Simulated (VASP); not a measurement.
# HfN (I-4m2) in VASP: a series of runs

HfN is run at these levels: r2SCAN; tasks: single point.

All numbers are computed with VASP 6.6.1; they aren't measurements. Logs are shortened: lines on timing, memory, paths and dates and some standing lists are left out, and cuts for length are marked.

### Step 1. The cell of the first run

Symmetry: I-4m2, No. 119, tetragonal system. The conventional cell has a = 3.459 Å, b = 3.459 Å, c = 5.442 Å, α = 90.00°, β = 90.00°, γ = 90.00°. Within 2.9 Å of Hf (site symmetry -4m2) lie 4 N at 2.20 Å. Within 2.9 Å of N (site symmetry -4m2) lie 4 Hf at 2.20 Å.

### Step 2. Single point, r2SCAN (strain +0.1125 x Voigt [1, 0, 0, 0, 0, 0])

POSCAR

```
HfN
1.0
    0.0000000000      2.4458088211      2.4458088211
    2.7209623135      0.0000000000      2.4458088211
    2.7209623135      2.4458088211      0.0000000000
Hf N
1 1
Direct
    0.0000000000      0.0000000000      0.0000000000
    0.7500000000      0.7500000000      0.7500000000
```

INCAR.step1

```
SYSTEM = HfN
ALGO = Normal
EDIFF = 1E-4
ENCUT = 520
GGA = PE
ISMEAR = 0
LASPH = .TRUE.
LCHARG = .FALSE.
LREAL = .FALSE.
LWAVE = .TRUE.
NBANDS = 14
NELM = 80
PREC = Accurate
SIGMA = 0.15
```

INCAR.step2

```
SYSTEM = HfN
ALGO = Normal
EDIFF = 1E-7
ENCUT = 520
ISIF = 2
ISMEAR = 0
ISTART = 1
LASPH = .TRUE.
LCHARG = .FALSE.
LMIXTAU = .TRUE.
LREAL = .FALSE.
LWAVE = .FALSE.
METAGGA = R2SCAN
NBANDS = 14
NELM = 80
PREC = Accurate
SIGMA = 0.15
```

KPOINTS

```
k-points
0
G
  22 22 22
  0 0 0
```

Potentials or basis: VASP PAW PBE potentials, release 64 (Hf_pv, N).

Launch:

```
$ cat potpaw_PBE.64/Hf_pv/POTCAR potpaw_PBE.64/N/POTCAR > POTCAR
$ cp INCAR.step1 INCAR
$ mpirun -np 1 vasp_std > vasp.out
$ cp INCAR.step2 INCAR
$ mpirun -np 1 vasp_std > vasp.out
```

OUTCAR:

```text
SYSTEM = HfN
   EDIFF = 1E-7
   ENCUT = 520
   ISIF = 2
   ISMEAR = 0
   ISTART = 1
   LASPH = .TRUE.
   LREAL = .FALSE.
   METAGGA = R2SCAN
   NELM = 80
   PREC = Accurate

 ion  position               nearest neighbor table
   1  0.000  0.000  0.000-   2 2.20   2 2.20   2 2.20   2 2.20
   2  0.750  0.750  0.750-   1 2.20   1 2.20   1 2.20   1 2.20

  LATTYP: Found a body centered tetragonal cell.
 ALAT       =     3.4588960058
 C/A-ratio  =     1.5733125882

  Lattice vectors:

 A1 = (   2.7209623135,   0.0000000000,   2.4458088211)
 A2 = (   2.7209623135,   0.0000000000,  -2.4458088211)
 A3 = (  -2.7209623135,   2.4458088211,   0.0000000000)

Analysis of symmetry for initial positions (statically):
=====================================================================
 Subroutine PRICEL returns:
 Original cell was already a primitive cell.

 Routine SETGRP: Setting up the symmetry group for a
 body centered tetragonal supercell.

 Subroutine GETGRP returns: Found  8 space group operations
 (whereof  8 operations were pure point group operations)
 out of a pool of 16 trial point group operations.

The static configuration has the point symmetry D_2d.

Analysis of symmetry for dynamics (positions and initial velocities):
=====================================================================
 Subroutine PRICEL returns:
 Original cell was already a primitive cell.

 Routine SETGRP: Setting up the symmetry group for a
 body centered tetragonal supercell.

 Subroutine GETGRP returns: Found  8 space group operations
 (whereof  8 operations were pure point group operations)
 out of a pool of 16 trial point group operations.

The dynamic configuration has the point symmetry D_2d.

 Subroutine INISYM returns: Found  8 space group operations
 (whereof  8 operations are pure point group operations),
 and found     1 'primitive' translations

----------------------------------------------------------------------------------------

                                     Primitive cell

  volume of cell :      32.5535

  direct lattice vectors                    reciprocal lattice vectors
     0.000000000  2.445808821  2.445808821    -0.183758517  0.204431350  0.204431350
     2.720962313  0.000000000  2.445808821     0.183758517 -0.204431350  0.204431350
     2.720962313  2.445808821  0.000000000     0.183758517  0.204431350 -0.204431350

  length of vectors
     3.458896006  3.658635907  3.658635907     0.342566120  0.342566120  0.342566120

  position of ions in fractional coordinates (direct lattice)
     0.000000000  0.000000000  0.000000000
     0.750000000  0.750000000  0.750000000

  ion indices of the primitive-cell ions
   primitive index   ion index
                 1           1
                 2           2

----------------------------------------------------------------------------------------

 KPOINTS: k-points

Automatic generation of k-mesh.
 Grid dimensions read from file:
 generate k-points for:   22   22   22

 Generating k-lattice:

  Cartesian coordinates                     Fractional coordinates (reciprocal lattice)
    -0.008352660  0.009292334  0.009292334     0.045454545  0.000000000  0.000000000
     0.008352660 -0.009292334  0.009292334     0.000000000  0.045454545  0.000000000
     0.008352660  0.009292334 -0.009292334     0.000000000  0.000000000  0.045454545

  Length of vectors
     0.015571187  0.015571187  0.015571187

  Shift w.r.t. Gamma in fractional coordinates (k-lattice)
     0.000000000  0.000000000  0.000000000

 Subroutine IBZKPT returns following result:
 ===========================================

 Found    834 irreducible k-points:

 Following reciprocal coordinates:
            Coordinates               Weight
  0.000000  0.000000  0.000000      1.000000
  0.045455  0.000000  0.000000      8.000000
  0.090909  0.000000  0.000000      8.000000
  0.136364  0.000000  0.000000      8.000000
  0.181818 -0.000000 -0.000000      8.000000
  0.227273  0.000000  0.000000      8.000000
[... 16 lines left out ...]
  0.500000  0.045455  0.000000     16.000000
 -0.454545  0.045455  0.000000     16.000000
 [... further k-points ...]
   k-points           NKPTS =    834   k-points in BZ     NKDIM =    834   number of bands    NBANDS=     14
   number of dos      NEDOS =    301   number of ions     NIONS =      2
   total plane-waves  NPLWV =  21952
   dimension x,y,z NGX =    28 NGY =   28 NGZ =   28
   dimension x,y,z NGXF=    56 NGYF=   56 NGZF=   56
   ions per type =               1   1
   NGX,Y,Z   is equivalent  to a cutoff of  13.46, 12.72, 12.72 a.u.
   NGXF,Y,Z  is equivalent  to a cutoff of  26.92, 25.45, 25.45 a.u.
 SYSTEM =  HfN
   PREC   = accura    normal or accurate (medium, high low for compatibility)
   ISTART =      1    job   : 0-new  1-cont  2-samecut
   ICHARG =      0    charge: 1-file 2-atom 10-const
   ISPIN  =      1    spin polarized calculation?
   LNONCOLLINEAR =      F non collinear calculations
   LSORBIT =      F    spin-orbit coupling
   LASPH  =      T    aspherical Exc in radial PAW
   ENCUT  =  520.0 eV  38.22 Ry    6.18 a.u.   6.43  6.80  6.80*2*pi/ulx,y,z
   NELM   =     80;   NELMIN=  2; NELMDL=  0     # of ELM steps
   EDIFF  = 0.1E-06   stopping-criterion for ELM
   LREAL  =      F    real-space projection
   EDIFFG = 0.1E-05   stopping-criterion for IOM
   NSW    =      0    number of steps for IOM
   IBRION =     -1    ionic relax: 0-MD 1-quasi-New 2-CG
   NFREE  =      0    steps in history (QN), initial steepest desc. (CG)
   ISIF   =      2    stress and relaxation
   ISYM   =      2    0-nonsym 1-usesym 2-fastsym
   POTIM  = 0.5000    time-step for ionic-motion
   TEBEG  =    0.0;   TEEND  =   0.0 temperature during run
   PSTRESS=    0.0 pullay stress
   NELECT =      15.0000    total number of electrons
   NUPDOWN=      -1.0000    fix difference up-down
   EMIN   =  10.00;   EMAX   =-10.00  energy-range for DOS
   EFERMI =   0.00;   METHOD = LEGACY
   ISMEAR =     0;   SIGMA  =   0.15  broadening in eV -4-tet -1-fermi 0-gaus
   EFERMI_NEDOS =   21; number of points for ismear=-14 and -15
   IALGO  =     38    algorithm
   IMIX   =      4    mixing-type and parameters
     AMIX     =   0.40;   BMIX     =  1.00
     AMIX_MAG =   1.60;   BMIX_MAG =  1.00
  volume/ion in A,a.u.               =      16.28       109.84
  Fermi-wavevector in a.u.,A,eV,Ry     =   1.264463  2.389488 21.753896  1.598866
  Thomas-Fermi vector in A             =   2.397767
   LORBIT       =      0    0 simple, 1 ext, 2 COOP (PROOUT), +10 PAW based schemes
   METAGGA = R2SCAN    functional components
   LHFCALC =     F    Hartree Fock is set to
   AEXX    =    0.0000 exact exchange contribution
   IVDW    =     0    specifies the selected vdW correction
   LEPSILON=     F    determine dielectric tensor
   LRPA    =     F    only Hartree local field effects (RPA)
 non-spin polarized calculation
 Gauss-broadening in eV      SIGMA  =   0.15
  energy-cutoff  :      520.00
  volume of cell :       32.55
 maximum number of plane-waves:       890
 NGX is ok and might be reduce to    28
   NGX = 13   NGY = 13   NGZ = 13

 number of electron      15.0000000 magnetization

 Free energy of the ion-electron system (eV)
  ---------------------------------------------------
  ext. energy  EPLUGINS =         0.00000000
  ---------------------------------------------------
  free energy    TOTEN  =       -57.36164237 eV

  energy without entropy =      -57.35368153  energy(sigma->0) =      -57.35766195

 E-fermi :   5.1046     XC(G=0): -11.4628

 val. band max:        5.1038381740   @ k =  -0.1364   0.2727   0.1364
 cond. band min:       5.1056612805   @ k =  -0.3182   0.2273   0.1818
 fundamental gap:      0.0018231065
 Fermi energy:         5.1045983381

 k-point     1 :       0.0000    0.0000    0.0000
  band No.  band energies     occupation
      1     -27.6682      2.00000
      2     -27.6682      2.00000
      3     -27.6340      2.00000
      4     -11.6509      2.00000
      5      -0.4419      2.00000
      6      -0.0921      2.00000
      7      -0.0921      2.00000
      8       4.0888      2.00000
      9       6.7456      0.00000
     10       7.8646      0.00000
     11      10.1739      0.00000
     12      11.7626      0.00000
     13      11.7627      0.00000
     14      15.7660      0.00000

 k-point     2 :       0.0455    0.0000    0.0000
  band No.  band energies     occupation
      1     -27.6740      2.00000
      2     -27.6687      2.00000
      3     -27.6363      2.00000
      4     -11.6313      2.00000
      5      -0.4515      2.00000
      6      -0.1276      2.00000
      7      -0.0767      2.00000
      8       4.2031      2.00000
      9       6.7309      0.00000
     10       7.8204      0.00000
     11      10.1988      0.00000
     12      11.7267      0.00000
     13      11.7890      0.00000
     14      15.7660      0.00000

 k-point     3 :       0.0909    0.0000    0.0000
  band No.  band energies     occupation
      1     -27.6923      2.00000
      2     -27.6701      2.00000
      3     -27.6419      2.00000
      4     -11.5741      2.00000
      5      -0.5074      2.00000
      6      -0.1843      2.00000
      7      -0.0321      2.00000
      8       4.5150      2.00000
      9       6.7007      0.00000
     10       7.7032      0.00000
     11      10.2457      0.00000
     12      11.6425      0.00000
     13      11.8469      0.00000
     14      15.7658      0.00000
[... 324 lines left out ...]
 k-point    23 :       0.5000    0.0455    0.0000
  band No.  band energies     occupation
      1     -27.9898      2.00000
      2     -27.7031      2.00000
      3     -27.6959      2.00000
      4     -10.7596      2.00000
      5      -0.7588      2.00000
      6       0.0189      2.00000
      7       0.5707      2.00000
      8       6.2788      0.00000
      9       7.5584      0.00000
     10       7.9362      0.00000
     11       9.0863      0.00000
     12      10.1033      0.00000
     13      10.4087      0.00000
     14      13.8967      0.00000

 k-point    24 :      -0.4545    0.0455    0.0000
  band No.  band energies     occupation
      1     -27.9862      2.00000
      2     -27.7034      2.00000
      3     -27.6956      2.00000
      4     -10.7649      2.00000
      5      -0.7608      2.00000
      6       0.0177      2.00000
      7       0.5688      2.00000
      8       6.2878      0.00000
      9       7.5816      0.00000
     10       7.7639      0.00000
     11       9.1797      0.00000
     12      10.1000      0.00000
     13      10.4992      0.00000
     14      13.8533      0.00000

 [... further k-points ...]
[... 5 lines left out ...]
  --------------------------------------------------------------------------------------
  -------------------------------------------------------------------------------------
  Total       -6.4888486     -2.5895241     -2.5895241     -0.0000000      0.0000000      0.0000000
  in kB     -319.3601231   -127.4479962   -127.4479962     -0.0000000      0.0000000      0.0000000
  external PRESSURE =    -191.4187051 kB  Pullay stress =       0.0000000 kB

 VOLUME and BASIS-vectors are now :
 -----------------------------------------------------------------------------
  energy-cutoff  :      520.00
  volume of cell :       32.55
      direct lattice vectors                 reciprocal lattice vectors
     0.000000000  2.445808821  2.445808821    -0.183758517  0.204431350  0.204431350
     2.720962313  0.000000000  2.445808821     0.183758517 -0.204431350  0.204431350
     2.720962313  2.445808821  0.000000000     0.183758517  0.204431350 -0.204431350

 POSITION                                       TOTAL-FORCE (eV/Angst)
 -----------------------------------------------------------------------------------
      0.00000      0.00000      0.00000        -0.000000     -0.000000     -0.000000
      4.08144      3.66871      3.66871         0.000000      0.000000      0.000000
 -----------------------------------------------------------------------------------
    total drift:                                0.000000      0.000000      0.000000

  FREE ENERGIE OF THE ION-ELECTRON SYSTEM (eV)
  ---------------------------------------------------
  free  energy   TOTEN  =       -57.3616423683 eV

  energy  without entropy=      -57.3536815259  energy(sigma->0) =      -57.35766195
```

Wall time 25 min (1 thread of Intel Xeon Platinum 8259CL at 2.50GHz (Skylake/Cascade Lake), shared host); peak memory 0.5 GiB.

What came out:

| Property | Result |
| --- | --- |
| Free energy | -57.3616 eV |
| Pressure | -19.1 GPa |
| Band gap on the k mesh | zero (an odd number of electrons rules out a gap without spin polarisation) |

Levels at points of the mesh, in eV from the Fermi level:
```csv
k point,band 5,band 6,band 7,band 8,band 9,band 10,band 11,band 12
"(0.00, 0.00, 0.00)",-5.55,-5.20,-5.20,-1.02,1.64,2.76,5.07,6.66
"(0.50, 0.00, 0.00)",-5.87,-5.10,-4.52,1.24,2.53,2.83,3.89,4.92
"(0.50, 0.50, 0.00)",-6.57,-4.12,-3.78,-0.99,1.83,4.14,4.15,4.46
"(0.00, 0.50, 0.50)",-6.87,-3.57,-3.57,-1.59,1.93,3.84,4.18,4.18
```

Caveat: the cell differs from its parent crystal (strain +0.1125 x Voigt [1, 0, 0, 0, 0, 0]); the stress differs along the axes, from -32 to -13 GPa; the PAW data sets were made with another functional, which shifts forces and pressure a little; spin-orbit coupling is left out, which moves the levels of the heavy elements; an odd number of electrons without spin polarisation forces a metal; a magnetic or distorted state may lie lower.

### Step 3. Single point, r2SCAN (strain +0.1500 x Voigt [1, 0, 0, 0, 0, 0])

POSCAR

```
HfN
1.0
    0.0000000000      2.4458088211      2.4458088211
    2.8126801443      0.0000000000      2.4458088211
    2.8126801443      2.4458088211      0.0000000000
Hf N
1 1
Direct
    0.0000000000      0.0000000000      0.0000000000
    0.7500000000      0.7500000000      0.7500000000
```

INCAR.step1

```
SYSTEM = HfN
  PREC = Accurate
  ENCUT = 520
  ISMEAR = 0
  SIGMA = 0.15
  LREAL = .FALSE.
  LASPH = .TRUE.
  NELM = 100
  NBANDS = 14
  GGA = PE
  ALGO = Normal
  EDIFF = 1E-4
  LWAVE = .TRUE.
  LCHARG = .FALSE.
```

INCAR.step2

```
SYSTEM = HfN
  PREC = Accurate
  ENCUT = 520
  EDIFF = 1E-6
  ISMEAR = 0
  SIGMA = 0.15
  LREAL = .FALSE.
  LASPH = .TRUE.
  NELM = 100
  ALGO = Normal
  ISIF = 2
  LWAVE = .FALSE.
  LCHARG = .FALSE.
  METAGGA = R2SCAN
  LMIXTAU = .TRUE.
  NBANDS = 14
  ISTART = 1
```

KPOINTS

```
Automatic mesh
0
G
  22 22 22
  0 0 0
```

Potentials or basis: VASP PAW PBE potentials, release 64 (Hf_pv, N).

Launch:

```
$ cat potpaw_PBE.64/Hf_pv/POTCAR potpaw_PBE.64/N/POTCAR > POTCAR
$ cp INCAR.step1 INCAR
$ mpirun -np 1 vasp_std > vasp.out
$ cp INCAR.step2 INCAR
$ mpirun -np 1 vasp_std > vasp.out
```

Run time: 22 min. Hardware: 1 thread of Intel Xeon Platinum 8259CL at 2.50GHz (Skylake/Cascade Lake), shared host; peak memory 0.5 GiB.

Results (log left out):

```
Free energy            : -57.1173 eV
Pressure               : -23.1 GPa
Band gap on the k mesh : zero (an odd number of electrons rules out a gap without spin polarisation)
```

Stress tensor (GPa, compression positive):
```
-39.33   0.00   0.00
  0.00 -14.98   0.00
  0.00   0.00 -14.98
```

Levels at points of the mesh, in eV from the Fermi level:
| k point | band 6 | band 7 | band 8 | band 9 | band 10 | band 11 |
| --- | --- | --- | --- | --- | --- | --- |
| (0.00, 0.00, 0.00) | -4.93 | -4.93 | -1.14 | 1.49 | 2.83 | 4.53 |
| (0.50, 0.00, 0.00) | -5.01 | -4.25 | 1.12 | 2.41 | 2.80 | 3.66 |
| (0.50, 0.50, 0.00) | -4.12 | -3.68 | -0.87 | 1.55 | 3.93 | 4.17 |
| (0.00, 0.50, 0.50) | -3.39 | -3.39 | -1.62 | 1.77 | 3.71 | 3.98 |

Caveat: the cell differs from its parent crystal (strain +0.1500 x Voigt [1, 0, 0, 0, 0, 0]); the stress differs along the axes, from -39 to -15 GPa; the PAW data sets were made with another functional, which shifts forces and pressure a little; spin-orbit coupling is left out, which moves the levels of the heavy elements; an odd number of electrons without spin polarisation forces a metal; a magnetic or distorted state may lie lower.
